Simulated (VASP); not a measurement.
# Ca7MoO8 (Fm-3m) in VASP: a series of runs

The runs below take Ca7MoO8 through single point, with PBEsol+U.

All numbers are computed with VASP 6.6.1; they aren't measurements. Logs are shortened: lines on timing, memory, paths and dates and some standing lists are left out, and cuts for length are marked.

## (1) The cell of the first run

Symmetry: Fm-3m, No. 225, cubic system. Conventional cell: a = 9.630 Å, b = 9.630 Å, c = 9.630 Å, α = 90.00°, β = 90.00°, γ = 90.00°. Mo (site symmetry m-3m) has 6 O at 2.33 Å within 3.1 Å. Within 3.2 Å of Ca (site symmetry mmm) lie 6 O at 2.41 Å. Within 3.5 Å of Ca (site symmetry m-3m) lie 6 O at 2.48 Å and 12 Ca at 3.40 Å. Within 3.2 Å of O (site symmetry -43m) lie 6 Ca at 2.41 Å. O (site symmetry 4mm) has 1 Mo at 2.33 Å and 5 Ca at 2.41 to 2.48 Å within 3.1 Å.

## (2) Single point, PBEsol+U, collinear spin

File INCAR:

```
PREC = Accurate
ENCUT = 520
EDIFF = 1E-6
ISMEAR = 0
SIGMA = 0.05
LREAL = Auto
LASPH = T
NELM = 150
ALGO = Normal
ISIF = 2
LWAVE = F
LCHARG = F
ISPIN = 2
MAGMOM = 2.45 0 0 0 0 0 0 0.02 0 0.02 0.04 0.04 0.04 0.04 0.02 0
LORBIT = 11
NUPDOWN = 3.6
LMAXMIX = 4
LDAU = T
LDAUTYPE = 2
LDAUL = 2 -1 -1
LDAUU = 2 0 0
LDAUJ = 0 0 0
LDAUPRINT = 1
GGA = PS
NBANDS = 84
```

File KPOINTS:

```
regular mesh
0
Gamma
  3 3 3
```

File POSCAR:

```
Ca7MoO8
1.0
    0.0000000000      4.8150000000      4.8150000000
    4.8150000000      0.0000000000      4.8150000000
    4.8150000000      4.8150000000      0.0000000000
Mo Ca O
1 7 8
Direct
    0.0000000000      0.0000000000      1.0000000000
    0.0000000000      0.0000000000      0.5000000000
    0.0000000000      0.5000000000      0.0000000000
    0.0000000000      0.5000000000      0.5000000000
    0.5000000000      0.0000000000      0.0000000000
    0.5000000000      0.0000000000      0.5000000000
    0.5000000000      0.5000000000      0.0000000000
    0.5000000000      0.5000000000      0.5000000000
    0.2500000000      0.2500000000      0.2500000000
    0.2420323557      0.2420323557      0.7579676443
    0.2420323557      0.7579676443      0.2420323557
    0.2420323557      0.7579676443      0.7579676443
    0.7579676443      0.2420323557      0.2420323557
    0.7579676443      0.2420323557      0.7579676443
    0.7579676443      0.7579676443      0.2420323557
    0.7500000000      0.7500000000      0.7500000000
```

Potentials or basis: VASP PAW PBE potentials, release 64 (Mo_sv, Ca_sv, O).

Run with:

```bash
$ cat potpaw_PBE.64/Mo_sv/POTCAR potpaw_PBE.64/Ca_sv/POTCAR potpaw_PBE.64/O/POTCAR > POTCAR
$ mpirun -np 1 vasp_std > vasp.out
```

OUTCAR:

```text
PREC = Accurate
   ENCUT = 520
   EDIFF = 1E-6
   ISMEAR = 0
   LREAL = Auto
   LASPH = T
   NELM = 150
   ISIF = 2
   ISPIN = 2
   LORBIT = 11
   NUPDOWN = 3.6
   GGA = PS

 ion  position               nearest neighbor table
   1  0.000  0.000  0.000-  10 2.33  11 2.33  12 2.33  13 2.33  14 2.33  15 2.33
   2  0.000  0.000  0.500-   9 2.41  16 2.41  12 2.41  13 2.41  14 2.41  11 2.41
   3  0.000  0.500  0.000-   9 2.41  16 2.41  12 2.41  13 2.41  15 2.41  10 2.41
   4  0.000  0.500  0.500-   9 2.41  16 2.41  11 2.41  14 2.41  15 2.41  10 2.41
   5  0.500  0.000  0.000-   9 2.41  16 2.41  11 2.41  14 2.41  15 2.41  10 2.41
   6  0.500  0.000  0.500-   9 2.41  16 2.41  12 2.41  13 2.41  15 2.41  10 2.41
[... 8 lines left out ...]
  15  0.758  0.758  0.242-   1 2.33   3 2.41   4 2.41   5 2.41   6 2.41   8 2.48
  16  0.750  0.750  0.750-   2 2.41   3 2.41   4 2.41   5 2.41   6 2.41   7 2.41

  LATTYP: Found a face centered cubic cell.
 ALAT       =     9.6300000000

  Lattice vectors:

 A1 = (   0.0000000000,   4.8150000000,   4.8150000000)
 A2 = (   4.8150000000,   0.0000000000,   4.8150000000)
 A3 = (   4.8150000000,   4.8150000000,   0.0000000000)

Analysis of symmetry for initial positions (statically):
=====================================================================
 Subroutine PRICEL returns:
 Original cell was already a primitive cell.

 Routine SETGRP: Setting up the symmetry group for a
 face centered cubic supercell.

 Subroutine GETGRP returns: Found 48 space group operations
 (whereof 48 operations were pure point group operations)
 out of a pool of 48 trial point group operations.

The static configuration has the point symmetry O_h .

Analysis of symmetry for dynamics (positions and initial velocities):
=====================================================================
 Subroutine PRICEL returns:
 Original cell was already a primitive cell.

 Routine SETGRP: Setting up the symmetry group for a
 face centered cubic supercell.

 Subroutine GETGRP returns: Found 48 space group operations
 (whereof 48 operations were pure point group operations)
 out of a pool of 48 trial point group operations.

The dynamic configuration has the point symmetry O_h .

Analysis of structural, dynamic, and magnetic symmetry:
=====================================================================
 Subroutine PRICEL returns:
 Original cell was already a primitive cell.

 Routine SETGRP: Setting up the symmetry group for a
 face centered cubic supercell.

 Subroutine GETGRP returns: Found 16 space group operations
 (whereof 16 operations were pure point group operations)
 out of a pool of 48 trial point group operations.

The overall configuration has the point symmetry D_4h.

 Subroutine INISYM returns: Found 16 space group operations
 (whereof 16 operations are pure point group operations),
 and found     1 'primitive' translations

----------------------------------------------------------------------------------------

                                     Primitive cell

  volume of cell :     223.2641

  direct lattice vectors                    reciprocal lattice vectors
     0.000000000  4.815000000  4.815000000    -0.103842160  0.103842160  0.103842160
     4.815000000  0.000000000  4.815000000     0.103842160 -0.103842160  0.103842160
     4.815000000  4.815000000  0.000000000     0.103842160  0.103842160 -0.103842160

  length of vectors
     6.809438303  6.809438303  6.809438303     0.179859897  0.179859897  0.179859897

  position of ions in fractional coordinates (direct lattice)
     0.000000000  0.000000000  0.000000000
     0.000000000  0.000000000  0.500000000
     0.000000000  0.500000000  0.000000000
     0.000000000  0.500000000  0.500000000
     0.500000000  0.000000000  0.000000000
     0.500000000  0.000000000  0.500000000
[... 8 lines left out ...]
     0.757967644  0.757967644  0.242032356
     0.750000000  0.750000000  0.750000000

  ion indices of the primitive-cell ions
   primitive index   ion index
                 1           1
                 2           2
                 3           3
                 4           4
                 5           5
                 6           6
[... 8 lines left out ...]
                15          15
                16          16

[... 62 lines left out ...]
   PSTRESS=    0.0 pullay stress
   NELECT =     132.0000    total number of electrons
   NUPDOWN=       3.6000    fix difference up-down
   EMIN   =  10.00;   EMAX   =-10.00  energy-range for DOS
   EFERMI =   0.00;   METHOD = LEGACY
   ISMEAR =     0;   SIGMA  =   0.05  broadening in eV -4-tet -1-fermi 0-gaus
   EFERMI_NEDOS =   21; number of points for ismear=-14 and -15
   IALGO  =     38    algorithm
   IMIX   =      4    mixing-type and parameters
     AMIX     =   0.40;   BMIX     =  1.00
     AMIX_MAG =   1.60;   BMIX_MAG =  1.00
  volume/ion in A,a.u.               =      13.95        94.17
  Fermi-wavevector in a.u.,A,eV,Ry     =   1.374020  2.596522 25.686876  1.887932
  Thomas-Fermi vector in A             =   2.499485
   LORBIT       =     11    0 simple, 1 ext, 2 COOP (PROOUT), +10 PAW based schemes
 LDA+U is selected, type is set to LDAUTYPE =  2
   angular momentum for each species LDAUL =     2   -1   -1
   U (eV)           for each species LDAUU =   2.0  0.0  0.0
   J (eV)           for each species LDAUJ =   0.0  0.0  0.0
   GGA     = PS    functional components
   LHFCALC =     F    Hartree Fock is set to
   AEXX    =    0.0000 exact exchange contribution
   IVDW    =     0    specifies the selected vdW correction
   LEPSILON=     F    determine dielectric tensor
   LRPA    =     F    only Hartree local field effects (RPA)
 spin polarized calculation
 Gauss-broadening in eV      SIGMA  =   0.05
  energy-cutoff  :      520.00
  volume of cell :      223.26
 maximum number of plane-waves:      6046
 NGX is ok and might be reduce to    50
   NGX = 25   NGY = 25   NGZ = 25

atom =   1  type =  1  l = 2

 onsite density matrix

spin component  1

  0.8141 -0.0000  0.0000 -0.0000 -0.0000
 -0.0000  0.8142 -0.0000 -0.0000  0.0000
  0.0000 -0.0000  0.4378 -0.0000 -0.0000
 -0.0000 -0.0000 -0.0000  0.8142  0.0000
 -0.0000  0.0000 -0.0000  0.0000  0.4408

spin component  2

  0.0636  0.0000 -0.0000  0.0000 -0.0000
  0.0000  0.0638  0.0000  0.0000 -0.0000
 -0.0000  0.0000  0.1446  0.0000 -0.0000
  0.0000  0.0000  0.0000  0.0638 -0.0000
 -0.0000 -0.0000 -0.0000 -0.0000  0.1443

 occupancies and eigenvectors

  o =  0.0636  v =  0.0000  0.0000  0.0000  0.0000  0.0000  1.0000  0.0000  0.0000  0.0000  0.0000      0.0000  0.0000  0.0000  0.0000  0.0000  0.0000  0.0000  0.0000  0.0000  0.0000
  o =  0.0638  v =  0.0000  0.0000  0.0000  0.0000  0.0000  0.0000 -0.9992  0.0000  0.0403 -0.0000      0.0000  0.0000  0.0000  0.0000  0.0000  0.0000  0.0000  0.0000  0.0000  0.0000
  o =  0.0638  v =  0.0000  0.0000  0.0000  0.0000  0.0000  0.0000  0.0403 -0.0000  0.9992  0.0000      0.0000  0.0000  0.0000  0.0000  0.0000  0.0000  0.0000  0.0000  0.0000  0.0000
  o =  0.1443  v =  0.0000  0.0000  0.0000  0.0000  0.0000  0.0000  0.0000  0.0000  0.0000 -1.0000      0.0000  0.0000  0.0000  0.0000  0.0000  0.0000  0.0000  0.0000  0.0000  0.0000
  o =  0.1446  v =  0.0000  0.0000  0.0000  0.0000  0.0000  0.0000  0.0000  1.0000  0.0000  0.0000      0.0000  0.0000  0.0000  0.0000  0.0000  0.0000  0.0000  0.0000  0.0000  0.0000
  o =  0.4378  v =  0.0000 -0.0000 -1.0000 -0.0000 -0.0000  0.0000  0.0000  0.0000  0.0000  0.0000      0.0000  0.0000  0.0000  0.0000  0.0000  0.0000  0.0000  0.0000  0.0000  0.0000
  o =  0.4408  v =  0.0000  0.0000  0.0000  0.0000 -1.0000  0.0000  0.0000  0.0000  0.0000  0.0000      0.0000  0.0000  0.0000  0.0000  0.0000  0.0000  0.0000  0.0000  0.0000  0.0000
  o =  0.8141  v =  1.0000  0.0000  0.0000  0.0000  0.0000  0.0000  0.0000  0.0000  0.0000  0.0000      0.0000  0.0000  0.0000  0.0000  0.0000  0.0000  0.0000  0.0000  0.0000  0.0000
  o =  0.8142  v =  0.0000  0.5130  0.0000 -0.8584 -0.0000  0.0000  0.0000  0.0000  0.0000  0.0000      0.0000  0.0000  0.0000  0.0000  0.0000  0.0000  0.0000  0.0000  0.0000  0.0000
  o =  0.8142  v =  0.0000 -0.8584  0.0000 -0.5130 -0.0000  0.0000  0.0000  0.0000  0.0000  0.0000      0.0000  0.0000  0.0000  0.0000  0.0000  0.0000  0.0000  0.0000  0.0000  0.0000

 number of electron     132.0000003 magnetization       3.5999956

 Free energy of the ion-electron system (eV)
  ---------------------------------------------------
  ext. energy  EPLUGINS =         0.00000000
  ---------------------------------------------------
  free energy    TOTEN  =      -108.93600696 eV

  energy without entropy =     -108.93000829  energy(sigma->0) =     -108.93300762

 E-fermi :   6.1110     XC(G=0): -10.8667

 val. band max:        6.9106706830   @ k =   0.0000   0.0000   0.0000
 cond. band min:       6.1197773938   @ k =   0.0000   0.3333   0.3333
 fundamental gap:     -0.7908932892
 Fermi energy:         6.9222464400

 spin component 1

 k-point     1 :       0.0000    0.0000    0.0000
  band No.  band energies     occupation
      1     -56.6139      1.00000
      2     -35.3880      1.00000
      3     -34.6901      1.00000
      4     -34.6213      1.00000
      5     -34.6213      1.00000
      6     -34.6211      1.00000
[... 475 lines left out ...]
     77       8.9795      0.00000
     78       9.2169      0.00000
 Fermi energy:         6.1110159292

 spin component 2

 k-point     1 :       0.0000    0.0000    0.0000
  band No.  band energies     occupation
      1     -54.7398      1.00000
      2     -35.3665      1.00000
      3     -34.6846      1.00000
      4     -34.6160      1.00000
      5     -34.6160      1.00000
      6     -34.6158      1.00000
[... 475 lines left out ...]
     77       9.2646      0.00000
     78       9.3182      0.00000
 [bands above 78 left out]

------------------------ aborting loop because EDIFF is reached ----------------------------------------

  FORCE on cell =-STRESS in cart. coord.  units (eV):
  Direction    XX          YY          ZZ          XY          YZ          ZX
  --------------------------------------------------------------------------------------
  -------------------------------------------------------------------------------------
  Total       -6.9382206     -6.9382206     -6.9676632      0.0000000     -0.0000000      0.0000000
  in kB      -49.7897348    -49.7897348    -50.0010196      0.0000000     -0.0000000      0.0000000
  external PRESSURE =     -49.8601631 kB  Pullay stress =       0.0000000 kB

 VOLUME and BASIS-vectors are now :
 -----------------------------------------------------------------------------
  energy-cutoff  :      520.00
  volume of cell :      223.26
      direct lattice vectors                 reciprocal lattice vectors
     0.000000000  4.815000000  4.815000000    -0.103842160  0.103842160  0.103842160
     4.815000000  0.000000000  4.815000000     0.103842160 -0.103842160  0.103842160
     4.815000000  4.815000000  0.000000000     0.103842160  0.103842160 -0.103842160

 POSITION                                       TOTAL-FORCE (eV/Angst)
 -----------------------------------------------------------------------------------
      0.00000      0.00000      0.00000         0.000000      0.000000     -0.000000
      2.40750      2.40750      0.00000         0.000000      0.000000      0.000000
      2.40750      0.00000      2.40750         0.000000      0.000000      0.000000
      4.81500      2.40750      2.40750         0.000000      0.000000      0.000000
      0.00000      2.40750      2.40750        -0.000000      0.000000     -0.000000
      2.40750      4.81500      2.40750        -0.000000      0.000000      0.000000
[... 8 lines left out ...]
      4.81500      4.81500      7.29923         0.000000      0.000000     -0.238115
      7.22250      7.22250      7.22250        -0.000000      0.000000      0.000000
 -----------------------------------------------------------------------------------
    total drift:                                0.000000      0.000000      0.000000

  FREE ENERGIE OF THE ION-ELECTRON SYSTEM (eV)
  ---------------------------------------------------
  free  energy   TOTEN  =      -108.9360069571 eV

  energy  without entropy=     -108.9300082887  energy(sigma->0) =     -108.93300762

 total charge

# of ion       s       p       d       tot
------------------------------------------
    1        2.192   6.091   3.763  12.046
    2        2.041   5.875   0.308   8.223
    3        2.041   5.875   0.308   8.223
    4        2.041   5.875   0.308   8.223
    5        2.041   5.875   0.308   8.223
    6        2.041   5.875   0.308   8.223
[... 8 lines left out ...]
   15        1.549   3.406   0.000   4.955
   16        1.546   3.425   0.000   4.971
--------------------------------------------------
tot         28.869  74.481   5.892 109.241

 magnetization (x)

# of ion       s       p       d       tot
------------------------------------------
    1        0.031   0.023   2.823   2.876
    2        0.002   0.000   0.005   0.007
    3        0.002   0.000   0.005   0.007
    4        0.002   0.000   0.005   0.007
    5        0.002   0.000   0.005   0.007
    6        0.002   0.000   0.005   0.007
[... 8 lines left out ...]
   15        0.005   0.013   0.000   0.018
   16        0.001   0.001   0.000   0.002
--------------------------------------------------
tot          0.092   0.103   2.864   3.059
```

It took 14 min on 1 thread of Intel Xeon Platinum 8259CL at 2.50GHz (Skylake/Cascade Lake), shared host; peak memory 0.59 GiB.

What came out:

| Quantity | Value |
| --- | --- |
| Free energy | -108.9360 eV |
| Pressure | -5.0 GPa |
| Largest force | 0.245 eV/Å |
| Net moment | 3.60 μB per cell |
| Site moments | Mo +2.88; Ca +0.01, +0.03 (each value once); O +0.00, +0.02 (each value once) μB |
| Valence electrons inside the program's atomic spheres | Mo 12.05; Ca 8.22, 8.19 (each value once); O 4.97, 4.96 (each value once) |

Forces on the atoms (eV/Å):
```
Mo   0.000  0.000  0.000
Ca   0.000  0.000  0.000
Ca   0.000  0.000  0.000
Ca   0.000  0.000  0.000
Ca   0.000  0.000  0.000
Ca   0.000  0.000  0.000
Ca   0.000  0.000  0.000
Ca   0.000  0.000  0.000
O    0.000  0.000  0.000
O    0.000  0.000  0.238
O    0.000  0.245  0.000
O   -0.245  0.000  0.000
O    0.245  0.000  0.000
O    0.000 -0.245  0.000
O    0.000  0.000 -0.238
O    0.000  0.000  0.000
```

Eigenvalues of the final occupation matrices:
```
    site  spin  trace               eigenvalues
site 1 d     1   3.32  0.44 0.44 0.81 0.81 0.81
site 1 d     2   0.48  0.06 0.06 0.06 0.14 0.14
```

Caveat: the k points lie up to 0.38 Å⁻¹ apart; the PAW data sets were made with another functional, which shifts forces and pressure a little; the total moment is fixed, so each spin has its own Fermi level and the state may be an excited one.

## (3) Single point, PBEsol+U, collinear spin

File INCAR:

```
SYSTEM = Ca7MoO8
ALGO = Normal ; EDIFF = 1E-6
ENCUT = 520 ; GGA = PS
ISIF = 2 ; ISMEAR = 0
ISPIN = 2 ; LASPH = .TRUE.
LCHARG = .FALSE. ; LDAU = .TRUE.
LDAUJ = 0 0 0 ; LDAUL = 2 -1 -1
LDAUPRINT = 1 ; LDAUTYPE = 2
LDAUU = 2 0 0 ; LMAXMIX = 4
LORBIT = 11 ; LREAL = Auto
LWAVE = .FALSE. ; MAGMOM = 2.15 -0.01 -0.01 -0.01 -0.01 -0.01 -0.01 -0.01 0 0.03 0.03 0.03 0.03 0.03 0.03 0
NBANDS = 84 ; NELM = 150
NUPDOWN = 3.0 ; PREC = Accurate
SIGMA = 0.05
```

File KPOINTS:

```
k-points
0
G
  3 3 3
  0 0 0
```

POSCAR is that of step 2.

Potentials or basis: VASP PAW PBE potentials, release 64 (Mo_sv, Ca_sv, O).

Run with:

```bash
$ cat potpaw_PBE.64/Mo_sv/POTCAR potpaw_PBE.64/Ca_sv/POTCAR potpaw_PBE.64/O/POTCAR > POTCAR
$ mpirun -np 1 vasp_std > vasp.out
```

Run time: 4.5 min. Hardware: 1 thread of Intel Xeon 6975P-C (Granite Rapids), shared host; peak memory 0.56 GiB.

Results (log left out):

- Free energy: -109.1213 eV
- Pressure: -6.0 GPa
- Largest force: 0.105 eV/Å
- Net moment: 3.00 μB per cell
- Site moments: Mo +2.57; Ca -0.01; O +0.00, +0.02 (each value once) μB
- Valence electrons inside the program's atomic spheres: Mo 12.02; Ca 8.22, 8.19 (each value once); O 4.97, 4.95 (each value once)

Forces in eV/Å, atoms in the order of the input:
```
Mo   0.000  0.000  0.000
Ca   0.000  0.000  0.000
Ca   0.000  0.000  0.000
Ca   0.000  0.000  0.000
Ca   0.000  0.000  0.000
Ca   0.000  0.000  0.000
Ca   0.000  0.000  0.000
Ca   0.000  0.000  0.000
O    0.000  0.000  0.000
O    0.000  0.000  0.105
O    0.000  0.105  0.000
O   -0.105  0.000  0.000
O    0.105  0.000  0.000
O    0.000 -0.105  0.000
O    0.000  0.000 -0.105
O    0.000  0.000  0.000
```

Eigenvalues of the final occupation matrices:
```csv
site,spin,trace,eigenvalues
site 1 d,1,3.16,0.36 0.36 0.81 0.81 0.81
site 1 d,2,0.62,0.11 0.11 0.11 0.15 0.15
```

Caveat: the k points lie up to 0.38 Å⁻¹ apart; the PAW data sets were made with another functional, which shifts forces and pressure a little; the total moment is fixed, so each spin has its own Fermi level and the state may be an excited one.

(Part 1 of 2 ends here.)
